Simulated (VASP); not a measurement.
## LiF: relaxation of cell and atoms with r2SCAN+D3(BJ)

LiF:

```
F Li
1.0
     0.00000    2.01400    2.01400
     2.01400    0.00000    2.01400
     2.01400    2.01400    0.00000
F Li
1 1
Direct
  0.50000 0.50000 0.50000
  0.00000 0.00000 0.00000
```

| Property | Result |
| --- | --- |
| Program | VASP 6.6.1 |
| Task | relaxation of cell and atoms |
| Functional | r2SCAN |
| Dispersion | D3(BJ) |
| Potentials or basis | VASP PAW PBE potentials, release 64 (F, Li_sv) |
| Cutoff | 600 eV |
| k mesh | 11 × 11 × 11 |
| Occupations | fermi-dirac, width 0.025 eV |
| Spin | no spin polarisation |
| Dipole correction | no |
| Further INCAR settings | ALGO = Normal; EDIFF = 1e-06; IBRION = 2; EDIFFG = -0.01; NSW = 60; ISIF = 3 |

```yaml
Relaxed_volume: 7.67 Å³/atom
Relaxed_cell: a = 2.789 Å, b = 2.789 Å, c = 2.789 Å, α = 60.00°, β = 60.00°, γ = 60.00°
Space_group_after_relaxing_to_0.1_Å: Fm-3m (No. 225)
Energy_gained_by_relaxing: 8.3 meV/atom
Ionic_steps: 4
Pressure_after_relaxing: 0.0 GPa
Band_gap_on_the_k_mesh: 10.91 eV
Dispersion_energy_per_atom: -0.090 eV
```

The path:
```csv
step,energy change (eV),largest force (eV/Å),pressure (GPa),volume (Å³)
1,0.0000,0.0000,-4.94,16.34
2,-0.0136,0.0000,-2.19,15.75
3,-0.0163,0.0000,-0.67,15.46
4,-0.0166,0.0000,-0.01,15.34
```

Final structure:
```yaml
crystal:
  lattice:
    - [0.00000, 1.97195, 1.97195]
    - [1.97195, 0.00000, 1.97195]
    - [1.97195, 1.97195, 0.00000]
  atoms:
    - { symbol: F, position: [0.50000, 0.50000, 0.50000] }
    - { symbol: Li, position: [0.00000, 0.00000, 0.00000] }
```

Levels at points of the mesh, in eV from the valence-band top:
| k point | band 1 | band 2 | band 3 | band 4 | band 5 | band 6 | band 7 | band 8 | band 9 |
| --- | --- | --- | --- | --- | --- | --- | --- | --- | --- |
| (0.00, 0.00, 0.00) | -41.94 | -21.27 | 0.00 | 0.00 | 0.00 | 10.91 | 26.13 | 26.13 | 26.13 |

Run time: 3 min on 1 thread of Intel Xeon 8259CL, with other jobs on the host, peak memory 0.15 GiB.

Caveat: the cutoff is under 1.25 times the usual one of these potentials, so pressure, stress and relaxed cells hold a basis-set (Pulay) error; the PAW data sets were made with another functional, which shifts forces and pressure a little; an odd mesh through Γ misses points on the zone boundary, where band edges can lie. r2SCAN opens gaps a little over a GGA but as a rule still falls short of measured ones.
